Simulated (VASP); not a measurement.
# Na2S (Fm-3m) in VASP: notebook

Runs on Na2S. Level: r2SCAN. Tasks: single point.

Everything below comes from runs of VASP 6.6.1. Logs are shortened: lines on timing, memory, paths and dates and some standing lists are left out, and cuts for length are marked.

### 1 The cell of the first run

It takes space group Fm-3m (No. 225, cubic). The conventional cell has a = 5.948 Å, b = 5.948 Å, c = 5.948 Å, α = 90.00°, β = 90.00°, γ = 90.00°. Na (site symmetry -43m) has 4 S at 2.58 Å and 6 Na at 2.97 Å within 3.4 Å. Within 3.4 Å of S (site symmetry m-3m) lie 8 Na at 2.58 Å.

### 2 Single point, r2SCAN

The input, POSCAR:

```
Na2S
1.0
    2.9741768894      2.9741768894      0.0000000000
   -2.9741768894      2.9741768894      0.0000000000
    0.0000000000      2.9741768894      2.9741768894
Na S
2 1
Direct
    0.2500000000      0.7500000000      0.5000000000
    0.7500000000      0.2500000000      0.5000000000
    0.0000000000      0.0000000000      0.0000000000
```

The input, INCAR.step1:

```
  PREC = Accurate
  ENCUT = 550
  ISMEAR = 0
  SIGMA = 0.01
  LREAL = False
  LASPH = True
  NELM = 120
  NBANDS = 17
  GGA = PE
  ALGO = Normal
  EDIFF = 1E-5
  LWAVE = True
  LCHARG = False
  GGA_COMPAT = False
```

The input, INCAR.step2:

```
  PREC = Accurate
  ENCUT = 550
  EDIFF = 1E-6
  ISMEAR = 0
  SIGMA = 0.01
  LREAL = False
  LASPH = True
  NELM = 120
  ALGO = Normal
  ISIF = 2
  LWAVE = False
  LCHARG = False
  METAGGA = R2SCAN
  LMIXTAU = True
  NBANDS = 17
  ISTART = 1
  GGA_COMPAT = False
```

The input, KPOINTS:

```
Automatic mesh
0
Gamma
  6 6 6
```

Potentials or basis: VASP PAW PBE potentials, release 64 (Na_pv, S).

Command:

```bash
> cat potpaw_PBE.64/Na_pv/POTCAR potpaw_PBE.64/S/POTCAR > POTCAR
> cp INCAR.step1 INCAR
> mpirun -np 1 vasp_std > vasp.out
> cp INCAR.step2 INCAR
> mpirun -np 1 vasp_std > vasp.out
```

OUTCAR:

```text
PREC = Accurate
   ENCUT = 550
   EDIFF = 1E-6
   ISMEAR = 0
   LREAL = False
   LASPH = True
   NELM = 120
   ISIF = 2
   METAGGA = R2SCAN
   ISTART = 1

 ion  position               nearest neighbor table
   1  0.250  0.750  0.500-   3 2.58   3 2.58   3 2.58   3 2.58
   2  0.750  0.250  0.500-   3 2.58   3 2.58   3 2.58   3 2.58
   3  0.000  0.000  0.000-   1 2.58   2 2.58   1 2.58   2 2.58   2 2.58   1 2.58   2 2.58   1 2.58

  LATTYP: Found a face centered cubic cell.
 ALAT       =     5.9483537788

  Lattice vectors:

 A1 = (   0.0000000000,   2.9741768894,   2.9741768894)
 A2 = (   2.9741768894,   0.0000000000,   2.9741768894)
 A3 = (   2.9741768894,   2.9741768894,   0.0000000000)

Analysis of symmetry for initial positions (statically):
=====================================================================
 Subroutine PRICEL returns:
 Original cell was already a primitive cell.

 Routine SETGRP: Setting up the symmetry group for a
 face centered cubic supercell.

 Subroutine GETGRP returns: Found 48 space group operations
 (whereof 48 operations were pure point group operations)
 out of a pool of 48 trial point group operations.

The static configuration has the point symmetry O_h .

Analysis of symmetry for dynamics (positions and initial velocities):
=====================================================================
 Subroutine PRICEL returns:
 Original cell was already a primitive cell.

 Routine SETGRP: Setting up the symmetry group for a
 face centered cubic supercell.

 Subroutine GETGRP returns: Found 48 space group operations
 (whereof 48 operations were pure point group operations)
 out of a pool of 48 trial point group operations.

The dynamic configuration has the point symmetry O_h .

 Subroutine INISYM returns: Found 48 space group operations
 (whereof 48 operations are pure point group operations),
 and found     1 'primitive' translations

----------------------------------------------------------------------------------------

                                     Primitive cell

  volume of cell :      52.6175

  direct lattice vectors                    reciprocal lattice vectors
[... 75 lines left out ...]
   LNONCOLLINEAR =      F non collinear calculations
   LSORBIT =      F    spin-orbit coupling
   LASPH  =      T    aspherical Exc in radial PAW
   ENCUT  =  550.0 eV  40.42 Ry    6.36 a.u.   8.04  8.04  8.04*2*pi/ulx,y,z
   NELM   =    120;   NELMIN=  2; NELMDL=  0     # of ELM steps
   EDIFF  = 0.1E-05   stopping-criterion for ELM
   LREAL  =      F    real-space projection
   EDIFFG = 0.1E-04   stopping-criterion for IOM
   NSW    =      0    number of steps for IOM
   IBRION =     -1    ionic relax: 0-MD 1-quasi-New 2-CG
   NFREE  =      0    steps in history (QN), initial steepest desc. (CG)
   ISIF   =      2    stress and relaxation
   ISYM   =      2    0-nonsym 1-usesym 2-fastsym
   POTIM  = 0.5000    time-step for ionic-motion
   TEBEG  =    0.0;   TEEND  =   0.0 temperature during run
   PSTRESS=    0.0 pullay stress
   NELECT =      20.0000    total number of electrons
   NUPDOWN=      -1.0000    fix difference up-down
   EMIN   =  10.00;   EMAX   =-10.00  energy-range for DOS
   EFERMI =   0.00;   METHOD = LEGACY
   ISMEAR =     0;   SIGMA  =   0.01  broadening in eV -4-tet -1-fermi 0-gaus
   EFERMI_NEDOS =   21; number of points for ismear=-14 and -15
   IALGO  =     38    algorithm
   IMIX   =      4    mixing-type and parameters
     AMIX     =   0.40;   BMIX     =  1.00
     AMIX_MAG =   1.60;   BMIX_MAG =  1.00
  volume/ion in A,a.u.               =      17.54       118.36
  Fermi-wavevector in a.u.,A,eV,Ry     =   1.185882  2.240991 19.134083  1.406315
  Thomas-Fermi vector in A             =   2.322066
   LORBIT       =      0    0 simple, 1 ext, 2 COOP (PROOUT), +10 PAW based schemes
   METAGGA = R2SCAN    functional components
   LHFCALC =     F    Hartree Fock is set to
   AEXX    =    0.0000 exact exchange contribution
   IVDW    =     0    specifies the selected vdW correction
   LEPSILON=     F    determine dielectric tensor
   LRPA    =     F    only Hartree local field effects (RPA)
 non-spin polarized calculation
 Gauss-broadening in eV      SIGMA  =   0.01
  energy-cutoff  :      550.00
  volume of cell :       52.62
 maximum number of plane-waves:      1572
   NGX = 17   NGY = 17   NGZ = 17

 number of electron      20.0000017 magnetization

 Free energy of the ion-electron system (eV)
  ---------------------------------------------------
  ext. energy  EPLUGINS =         0.00000000
  ---------------------------------------------------
  free energy    TOTEN  =       -18.38745080 eV

  energy without entropy =      -18.38745080  energy(sigma->0) =      -18.38745080

 E-fermi :   1.4517     XC(G=0):  -9.5026

 val. band max:        1.3055143238   @ k =   0.0000   0.0000   0.0000
 cond. band min:       5.5224523780   @ k =   0.0000   0.0000   0.0000
 fundamental gap:      4.2169380542
 Fermi energy:         1.4517240700

 k-point     1 :       0.0000    0.0000    0.0000
  band No.  band energies     occupation
      1     -21.2406      2.00000
      2     -21.2406      2.00000
      3     -21.2406      2.00000
      4     -21.1200      2.00000
      5     -21.1200      2.00000
      6     -21.1200      2.00000
[... 297 lines left out ...]
      4     -21.1448      2.00000
      5     -21.0971      2.00000
      6     -21.0885      2.00000
[... 9 lines left out ...]
     16      15.1149      0.00000
     17      15.5841      0.00000

------------------------ aborting loop because EDIFF is reached ----------------------------------------

  FORCE on cell =-STRESS in cart. coord.  units (eV):
  Direction    XX          YY          ZZ          XY          YZ          ZX
  --------------------------------------------------------------------------------------
  -------------------------------------------------------------------------------------
  Total        4.9155628      4.9155628      4.9155628     -0.0000000     -0.0000000      0.0000000
  in kB      149.6764413    149.6764413    149.6764413     -0.0000000     -0.0000000      0.0000000
  external PRESSURE =     149.6764413 kB  Pullay stress =       0.0000000 kB

 VOLUME and BASIS-vectors are now :
 -----------------------------------------------------------------------------
  energy-cutoff  :      550.00
  volume of cell :       52.62
      direct lattice vectors                 reciprocal lattice vectors
     2.974176889  2.974176889  0.000000000     0.168113740  0.168113740 -0.168113740
    -2.974176889  2.974176889  0.000000000    -0.168113740  0.168113740 -0.168113740
     0.000000000  2.974176889  2.974176889     0.000000000  0.000000000  0.336227480

 POSITION                                       TOTAL-FORCE (eV/Angst)
 -----------------------------------------------------------------------------------
     -1.48709      4.46127      1.48709         0.000000     -0.000000     -0.000000
      1.48709      4.46127      1.48709        -0.000000     -0.000000      0.000000
      0.00000      0.00000      0.00000        -0.000000      0.000000      0.000000
 -----------------------------------------------------------------------------------
    total drift:                                0.000000     -0.000000     -0.000000

  FREE ENERGIE OF THE ION-ELECTRON SYSTEM (eV)
  ---------------------------------------------------
  free  energy   TOTEN  =       -18.3874508007 eV

  energy  without entropy=      -18.3874508007  energy(sigma->0) =      -18.38745080
```

OSZICAR.step1:

```text
N       E                     dE             d eps       ncg     rms          rms(c)
DAV:   1     0.156087147355E+03    0.15609E+03   -0.10873E+04   552   0.136E+03
DAV:   2     0.181637439063E+00   -0.15591E+03   -0.15050E+03   585   0.348E+02
DAV:   3    -0.998036137791E+01   -0.10162E+02   -0.10116E+02   669   0.876E+01
DAV:   4    -0.101470995680E+02   -0.16674E+00   -0.16658E+00   666   0.119E+01
DAV:   5    -0.101500246635E+02   -0.29251E-02   -0.29248E-02   687   0.158E+00    0.422E+00
DAV:   6    -0.934337895368E+01    0.80665E+00   -0.13915E+00   771   0.651E+00    0.374E+00
DAV:   7    -0.926689179452E+01    0.76487E-01   -0.31272E-01   686   0.286E+00    0.237E+00
DAV:   8    -0.927319600169E+01   -0.63042E-02   -0.14956E-02   572   0.127E+00    0.253E-01
DAV:   9    -0.927368493607E+01   -0.48893E-03   -0.20469E-03   665   0.472E-01    0.163E-01
DAV:  10    -0.927428596924E+01   -0.60103E-03   -0.62592E-04   574   0.202E-01    0.922E-02
DAV:  11    -0.927430131367E+01   -0.15344E-04   -0.11393E-04   642   0.143E-01    0.444E-02
DAV:  12    -0.927430637843E+01   -0.50648E-05   -0.27773E-05   594   0.261E-02
   1 F= -.92743064E+01 E0= -.92743064E+01  d E =-.192423E-58
```

Wall time 74 s (1 thread of Intel Xeon 8259CL, shared host); peak memory 0.18 GiB.

What came out:

- Free energy: -18.3875 eV
- Pressure: 15.0 GPa
- Band gap on the k mesh: 4.22 eV

Levels at points of the mesh, in eV from the valence-band top:
| k point | band 8 | band 9 | band 10 | band 11 | band 12 | band 13 |
| --- | --- | --- | --- | --- | --- | --- |
| (0.00, 0.00, 0.00) | 0.00 | 0.00 | 0.00 | 4.22 | 9.50 | 9.50 |
| (0.50, 0.00, 0.00) | -2.11 | -0.11 | -0.11 | 6.86 | 8.15 | 8.29 |
| (0.50, 0.50, 0.00) | -1.87 | -0.52 | -0.52 | 4.26 | 7.60 | 11.97 |

Caveat: the cell stands under pressure; the PAW data sets were made with another functional, which shifts forces and pressure a little. A k mesh can miss the band edges.

### 3 Single point, r2SCAN

POSCAR is that of step 2.

The input, INCAR.step1:

```
SYSTEM = Na2S
  PREC = Accurate
  ENCUT = 550
  ISMEAR = 0
  SIGMA = 0.01
  LREAL = .False.
  LASPH = .True.
  NELM = 120
  NBANDS = 17
  GGA = PE
  ALGO = Normal
  EDIFF = 1E-5
  LWAVE = .True.
  LCHARG = .False.
  GGA_COMPAT = .False.
```

The input, INCAR.step2:

```
SYSTEM = Na2S
  PREC = Accurate
  ENCUT = 550
  EDIFF = 1E-6
  ISMEAR = 0
  SIGMA = 0.01
  LREAL = .False.
  LASPH = .True.
  NELM = 120
  ALGO = Normal
  ISIF = 2
  LWAVE = .False.
  LCHARG = .False.
  METAGGA = R2SCAN
  LMIXTAU = .True.
  NBANDS = 17
  ISTART = 1
  GGA_COMPAT = .False.
```

The input, KPOINTS:

```
Automatic mesh
0
Gamma
  6 6 6
  0 0 0
```

Potentials or basis: VASP PAW PBE potentials, release 64 (Na_pv, S).

Command:

```bash
> cat potpaw_PBE.64/Na_pv/POTCAR potpaw_PBE.64/S/POTCAR > POTCAR
> cp INCAR.step1 INCAR
> mpirun -np 1 vasp_std > vasp.out
> cp INCAR.step2 INCAR
> mpirun -np 1 vasp_std > vasp.out
```

Wall time 70 s (1 thread of Intel Xeon 8259CL, shared host); peak memory 0.18 GiB.

Results (log left out):

- Free energy: -18.3875 eV
- Pressure: 15.0 GPa
- Band gap on the k mesh: 4.22 eV

Levels at points of the mesh, in eV from the valence-band top:
```csv
k point,band 8,band 9,band 10,band 11,band 12,band 13
"(0.00, 0.00, 0.00)",0.00,0.00,0.00,4.22,9.50,9.50
"(0.50, 0.00, 0.00)",-2.11,-0.11,-0.11,6.86,8.15,8.29
"(0.50, 0.50, 0.00)",-1.87,-0.52,-0.52,4.26,7.60,11.97
```

Caveat: the cell stands under pressure; the PAW data sets were made with another functional, which shifts forces and pressure a little. A k mesh can miss the band edges.

[end of part 1 of 3]
